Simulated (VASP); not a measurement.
**NaF: single point with PBE**

Crystal: NaF.

```xyz
2
Lattice="0.0000 2.3233 2.3814 2.3233 0.0000 2.3814 2.3233 2.3233 0.0000" Properties=species:S:1:pos:R:3 pbc="T T T"
Na    0.0000    0.0000    0.0000
F     2.3233    2.3233    2.3814
```

This cell differs from its parent crystal: strain +0.000 along x and y, +0.025 along z.

```yaml
Program: VASP 6.6.1
Task: single point
Functional: PBE
Potentials_or_basis: VASP PAW PBE potentials, release 64 (Na_pv, F)
Cutoff: 520 eV
k_mesh: 8 × 8 × 8
Occupations: gaussian, width 0.05 eV
Spin: no spin polarisation
Dipole_correction: no
Further_INCAR_settings: ALGO = Normal; EDIFF = 1e-07; NBANDS = 14
```

```
Pressure               : 0.4 GPa
Band gap on the k mesh : 6.12 eV, direct
```

Stress tensor (GPa, compression positive):
```
 1.00  0.00  0.00
 0.00  1.00  0.00
 0.00  0.00 -0.76
```

Levels at points of the mesh, in eV from the valence-band top:
| k point | band 3 | band 4 | band 5 | band 6 | band 7 | band 8 | band 9 | band 10 | band 11 | band 12 |
| --- | --- | --- | --- | --- | --- | --- | --- | --- | --- | --- |
| (0.00, 0.00, 0.00) | -19.04 | -19.04 | 0.00 | 0.00 | 0.00 | 6.12 | 18.63 | 18.80 | 18.80 | 21.54 |
| (0.50, 0.00, 0.00) | -19.05 | -18.25 | -1.52 | -0.25 | -0.23 | 10.58 | 12.19 | 19.53 | 19.98 | 22.33 |
| (0.50, 0.50, 0.00) | -19.09 | -18.90 | -1.25 | -0.37 | -0.37 | 12.66 | 13.22 | 13.35 | 19.54 | 19.54 |
| (0.50, 0.00, 0.50) | -19.10 | -18.89 | -1.21 | -0.42 | -0.38 | 12.99 | 13.12 | 13.31 | 19.13 | 19.37 |

It took 11 s on 1 thread of Intel(R) Xeon(R) 6975P-C (Granite Rapids), on a shared host, peak memory 0.15 GiB.

Caveat: the cell differs from its parent crystal (strain +0.000 along x and y, +0.025 along z).
